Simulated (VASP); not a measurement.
# BrCs in VASP: a series of runs

Runs on BrCs. Level: PBE. Tasks: relaxation of the atoms.

All numbers are computed with VASP 6.6.1; they aren't measurements. Logs are shortened: lines on timing, memory, paths and dates and some standing lists are left out, and cuts for length are marked.

### Step 1. The cell of the first run

The cell holds a molecule in a box, 2 atoms: a = 9.000 Å, b = 9.000 Å, c = 13.000 Å, α = 90.00°, β = 90.00°, γ = 90.00°.

### Step 2. Relaxation of the atoms, PBE (atoms moved at random)

The input, INCAR:

```
GGA      = PE             # functional
ISMEAR   = 0              # smearing method
SIGMA    = 0.03           # smearing width, eV
LWAVE    = F              # write WAVECAR
LCHARG   = F              # write CHGCAR
ISIF     = 0              # what is computed and relaxed
NSW      = 120            # ionic steps
PREC     = Accurate       # precision mode
LASPH    = T              # aspherical terms in the spheres
LREAL    = F              # projectors in reciprocal space
ALGO     = Normal         # electronic algorithm
EDIFF    = 1E-7           # SCF threshold, eV
NELM     = 120            # most SCF steps
GGA_COMPAT= F            
IBRION   = 2              # ionic algorithm
EDIFFG   = -0.01          # ionic threshold
NELMIN   = 4            
ENCUT    = 290            # plane-wave cutoff, eV
EFERMI   = MIDGAP       
NELMDL   = -8
```

The input, KPOINTS:

```
k-points
0
Gamma
  1 1 1
```

The input, POSCAR:

```
CsBr
1.0
    9.0000000000      0.0000000000      0.0000000000
    0.0000000000      9.0000000000      0.0000000000
    0.0000000000      0.0000000000     13.0000000000
Br Cs
1 1
Direct
    0.5003740000      0.5018060000      0.3823430000
    0.4998250000      0.5072580000      0.6252790000
```

Potentials or basis: VASP PAW PBE potentials, release 64 (Br, Cs_sv).

Command:

```
$ cat potpaw_PBE.64/Br/POTCAR potpaw_PBE.64/Cs_sv/POTCAR > POTCAR
$ mpirun -np 1 vasp_gam > vasp.out
```

OUTCAR:

```text
GGA = PE
   ISMEAR = 0
   ISIF = 0
   NSW = 120
   PREC = Accurate
   LASPH = T
   LREAL = F
   EDIFF = 1E-7
   NELM = 120
   IBRION = 2
   EDIFFG = -0.01
   NELMIN = 4
   ENCUT = 290
   EFERMI = MIDGAP
   NELMDL = -8

 Found      1 irreducible k-points:

 Following reciprocal coordinates:
            Coordinates               Weight
  0.000000  0.000000  0.000000      1.000000
   k-points           NKPTS =      1   k-points in BZ     NKDIM =      1   number of bands    NBANDS=     12
   number of dos      NEDOS =    301   number of ions     NIONS =      2
   total plane-waves  NPLWV = 180000
   dimension x,y,z NGX =    50 NGY =   50 NGZ =   72
   dimension x,y,z NGXF=   100 NGYF=  100 NGZF=  144
   ions per type =               1   1
   NGX,Y,Z   is equivalent  to a cutoff of   9.24,  9.24,  9.21 a.u.
   NGXF,Y,Z  is equivalent  to a cutoff of  18.47, 18.47, 18.41 a.u.
 SYSTEM =  unknown system
   PREC   = accura    normal or accurate (medium, high low for compatibility)
   ISTART =      0    job   : 0-new  1-cont  2-samecut
   ICHARG =      2    charge: 1-file 2-atom 10-const
   ISPIN  =      1    spin polarized calculation?
   LNONCOLLINEAR =      F non collinear calculations
   LSORBIT =      F    spin-orbit coupling
   LASPH  =      T    aspherical Exc in radial PAW
   ENCUT  =  290.0 eV  21.31 Ry    4.62 a.u.  12.50 12.50 18.05*2*pi/ulx,y,z
   NELM   =    120;   NELMIN=  4; NELMDL= -8     # of ELM steps
   EDIFF  = 0.1E-06   stopping-criterion for ELM
   LREAL  =      F    real-space projection
   EDIFFG = -.1E-01   stopping-criterion for IOM
   NSW    =    120    number of steps for IOM
   IBRION =      2    ionic relax: 0-MD 1-quasi-New 2-CG
   NFREE  =      1    steps in history (QN), initial steepest desc. (CG)
   ISIF   =      0    stress and relaxation
   ISYM   =      2    0-nonsym 1-usesym 2-fastsym
   POTIM  = 0.5000    time-step for ionic-motion
   TEBEG  =    0.0;   TEEND  =   0.0 temperature during run

   SCALEE = 1.0000    scale energy and forces
   PSTRESS=    0.0 pullay stress
   NELECT =      16.0000    total number of electrons
   NUPDOWN=      -1.0000    fix difference up-down
   EMIN   =  10.00;   EMAX   =-10.00  energy-range for DOS
   EFERMI =   0.00;   METHOD = MIDGAP
   ISMEAR =     0;   SIGMA  =   0.03  broadening in eV -4-tet -1-fermi 0-gaus
   EFERMI_NEDOS =   21; number of points for ismear=-14 and -15
   IALGO  =     38    algorithm
   IMIX   =      4    mixing-type and parameters
     AMIX     =   0.40;   BMIX     =  1.00
     AMIX_MAG =   1.60;   BMIX_MAG =  1.00
  volume/ion in A,a.u.               =     526.50      3553.00
  Fermi-wavevector in a.u.,A,eV,Ry     =   0.405482  0.766251  2.237015  0.164416
  Thomas-Fermi vector in A             =   1.357813
   LORBIT       =      0    0 simple, 1 ext, 2 COOP (PROOUT), +10 PAW based schemes
   GGA     = PE    functional components
   LHFCALC =     F    Hartree Fock is set to
   AEXX    =    0.0000 exact exchange contribution
   IVDW    =     0    specifies the selected vdW correction
   LEPSILON=     F    determine dielectric tensor
   LRPA    =     F    only Hartree local field effects (RPA)

   CSHIFT  =0.1000    complex shift for real part using Kramers Kronig

   OMEGAMAX=  -1.0    maximum frequency
 conjugate gradient relaxation of ions
 non-spin polarized calculation
 Gauss-broadening in eV      SIGMA  =   0.03
  energy-cutoff  :      290.00
  volume of cell :     1053.00
 maximum number of plane-waves:      5911
 NGX is ok and might be reduce to    50
   NGX = 25   NGY = 25   NGZ = 37

--------------------------------------- Ionic step        1  -------------------------------------------

 number of electron      15.9999991 magnetization

 Free energy of the ion-electron system (eV)
  ---------------------------------------------------
  ext. energy  EPLUGINS =         0.00000000
  ---------------------------------------------------
  free energy    TOTEN  =        -4.44093064 eV

  energy without entropy =       -4.44093064  energy(sigma->0) =       -4.44093064

------------------------ aborting loop because EDIFF is reached ----------------------------------------

 VOLUME and BASIS-vectors are now :
 -----------------------------------------------------------------------------
  energy-cutoff  :      290.00
  volume of cell :     1053.00
      direct lattice vectors                 reciprocal lattice vectors
     9.000000000  0.000000000  0.000000000     0.111111111  0.000000000  0.000000000
     0.000000000  9.000000000  0.000000000     0.000000000  0.111111111  0.000000000
     0.000000000  0.000000000 13.000000000     0.000000000  0.000000000  0.076923077

 POSITION                                       TOTAL-FORCE (eV/Angst)
 -----------------------------------------------------------------------------------
      4.50337      4.51625      4.97046        -0.000195      0.001772      0.269132
      4.49843      4.56532      8.12863         0.000195     -0.001772     -0.269132
 -----------------------------------------------------------------------------------
    total drift:                                0.000122      0.001622      0.000032

  FREE ENERGIE OF THE ION-ELECTRON SYSTEM (eV)
  ---------------------------------------------------
  free  energy   TOTEN  =        -4.4409306392 eV

  energy  without entropy=       -4.4409306392  energy(sigma->0) =       -4.44093064

--------------------------------------- Ionic step        2  -------------------------------------------

 number of electron      15.9999994 magnetization

------------------------ aborting loop because EDIFF is reached ----------------------------------------

 VOLUME and BASIS-vectors are now :
 -----------------------------------------------------------------------------
  energy-cutoff  :      290.00
  volume of cell :     1053.00
      direct lattice vectors                 reciprocal lattice vectors
     9.000000000  0.000000000  0.000000000     0.111111111  0.000000000  0.000000000
     0.000000000  9.000000000  0.000000000     0.000000000  0.111111111  0.000000000
     0.000000000  0.000000000 13.000000000     0.000000000  0.000000000  0.076923077

 POSITION                                       TOTAL-FORCE (eV/Angst)
 -----------------------------------------------------------------------------------
      4.50336      4.51634      4.98344        -0.000064      0.000679      0.190373
      4.49843      4.56524      8.11564         0.000064     -0.000679     -0.190373
 -----------------------------------------------------------------------------------
    total drift:                                0.000152      0.001595      0.000473

  FREE ENERGIE OF THE ION-ELECTRON SYSTEM (eV)
  ---------------------------------------------------
  free  energy   TOTEN  =        -4.4469154075 eV

  energy  without entropy=       -4.4469154075  energy(sigma->0) =       -4.44691541

--------------------------------------- Ionic step        3  -------------------------------------------

 number of electron      15.9999997 magnetization

 Free energy of the ion-electron system (eV)
  ---------------------------------------------------
  ext. energy  EPLUGINS =         0.00000000
  ---------------------------------------------------
  free energy    TOTEN  =        -4.45226446 eV

  energy without entropy =       -4.45226446  energy(sigma->0) =       -4.45226446

 E-fermi :  -2.8271     XC(G=0):  -1.3107

 val. band max:       -4.2296176363   @ k =   0.0000   0.0000   0.0000
 cond. band min:      -1.4245958226   @ k =   0.0000   0.0000   0.0000
 fundamental gap:      2.8050218137
 Fermi energy:        -2.8271067295

 k-point     1 :       0.0000    0.0000    0.0000
  band No.  band energies     occupation
      1     -26.2127      2.00000
      2     -16.1421      2.00000
      3     -13.0964      2.00000
      4     -13.0964      2.00000
      5     -12.8255      2.00000
      6      -4.3750      2.00000
      7      -4.2296      2.00000
      8      -4.2296      2.00000
      9      -1.4246      0.00000
     10       0.0343      0.00000
     11       0.0703      0.00000
     12       0.3195      0.00000

------------------------ aborting loop because EDIFF is reached ----------------------------------------

 VOLUME and BASIS-vectors are now :
 -----------------------------------------------------------------------------
  energy-cutoff  :      290.00
  volume of cell :     1053.00
      direct lattice vectors                 reciprocal lattice vectors
     9.000000000  0.000000000  0.000000000     0.111111111  0.000000000  0.000000000
     0.000000000  9.000000000  0.000000000     0.000000000  0.111111111  0.000000000
     0.000000000  0.000000000 13.000000000     0.000000000  0.000000000  0.076923077

 POSITION                                       TOTAL-FORCE (eV/Angst)
 -----------------------------------------------------------------------------------
      4.50334      4.51652      5.01034         0.000261     -0.001679      0.002513
      4.49845      4.56506      8.08875        -0.000261      0.001679     -0.002513
 -----------------------------------------------------------------------------------
    total drift:                                0.000154      0.000887      0.000082

  FREE ENERGIE OF THE ION-ELECTRON SYSTEM (eV)
  ---------------------------------------------------
  free  energy   TOTEN  =        -4.4522644553 eV

  energy  without entropy=       -4.4522644553  energy(sigma->0) =       -4.45226446

 reached required accuracy - stopping structural energy minimisation
```

Wall time 2 min (1 thread of Intel Xeon Platinum 8259CL at 2.50GHz (Skylake/Cascade Lake), shared host); peak memory 0.41 GiB.

Results:

| Item | Value |
| --- | --- |
| Free energy | -4.4523 eV |
| Energy gained by relaxing | 5.7 meV/atom |
| Ionic steps | 3 |
| Largest force after relaxing | 0.003 eV/Å |
| Gap between the frontier levels | 2.81 eV |

Forces in eV/Å, atoms in the order of the input:
```
Br   0.000 -0.002  0.003
Cs   0.000  0.002 -0.003
```

Step by step:
| step | energy change (eV) | largest force (eV/Å) |
| --- | --- | --- |
| 1 | 0.0000 | 0.2691 |
| 2 | -0.0060 | 0.1904 |
| 3 | -0.0113 | 0.0030 |

Final structure:
```
CELL_PARAMETERS angstrom
9.00000 0.00000 0.00000
0.00000 9.00000 0.00000
0.00000 0.00000 13.00000
ATOMIC_POSITIONS crystal
Br 0.50037 0.50184 0.38541
Cs 0.49983 0.50723 0.62221
```

Caveat: the cell differs from its parent crystal (atoms moved at random); spin-orbit coupling is left out, which moves the levels of the heavy elements.

### Step 3. Relaxation of the atoms, PBE (atoms moved at random)

INCAR, as its differences from that of step 2:

```diff
@@ -15,5 +15,5 @@
 IBRION   = 2              # ionic algorithm
-EDIFFG   = -0.01          # ionic threshold
+EDIFFG   = -0.005         # ionic threshold
 NELMIN   = 4            
-ENCUT    = 290            # plane-wave cutoff, eV
+ENCUT    = 550            # plane-wave cutoff, eV
 EFERMI   = MIDGAP
```

KPOINTS is that of step 2.

POSCAR is that of step 2.

Potentials or basis: VASP PAW PBE potentials, release 64 (Br, Cs_sv).

Command:

```
$ cat potpaw_PBE.64/Br/POTCAR potpaw_PBE.64/Cs_sv/POTCAR > POTCAR
$ mpirun -np 1 vasp_gam > vasp.out
```

Run time: 5.3 min. Hardware: 1 thread of Intel Xeon Platinum 8259CL at 2.50GHz (Skylake/Cascade Lake), shared host; peak memory 0.95 GiB.

It converged, with:

- Free energy: -4.4522 eV
- Energy gained by relaxing: 5.7 meV/atom
- Ionic steps: 3
- Largest force after relaxing: 0.003 eV/Å
- Gap between the frontier levels: 2.80 eV

Forces in eV/Å, atoms in the order of the input:
```
Br   0.000 -0.002  0.003
Cs   0.000  0.002 -0.003
```

The path:
```
step  energy change (eV)  largest force (eV/Å)
   1              0.0000                0.2693
   2             -0.0060                0.1904
   3             -0.0113                0.0035
```

Final structure:
```xyz
2
Lattice="9.0000 0.0000 0.0000 0.0000 9.0000 0.0000 0.0000 0.0000 13.0000" Properties=species:S:1:pos:R:3 pbc="T T T"
Br    4.5033    4.5166    5.0103
Cs    4.4985    4.5650    8.0888
```

Levels at points of the mesh, in eV from the valence-band top:
| k point | band 4 | band 5 | band 6 | band 7 | band 8 | band 9 | band 10 | band 11 | band 12 |
| --- | --- | --- | --- | --- | --- | --- | --- | --- | --- |
| (0.00, 0.00, 0.00) | -8.87 | -8.60 | -0.15 | 0.00 | 0.00 | 2.80 | 4.26 | 4.30 | 4.55 |

Caveat: the cell differs from its parent crystal (atoms moved at random); spin-orbit coupling is left out, which moves the levels of the heavy elements.
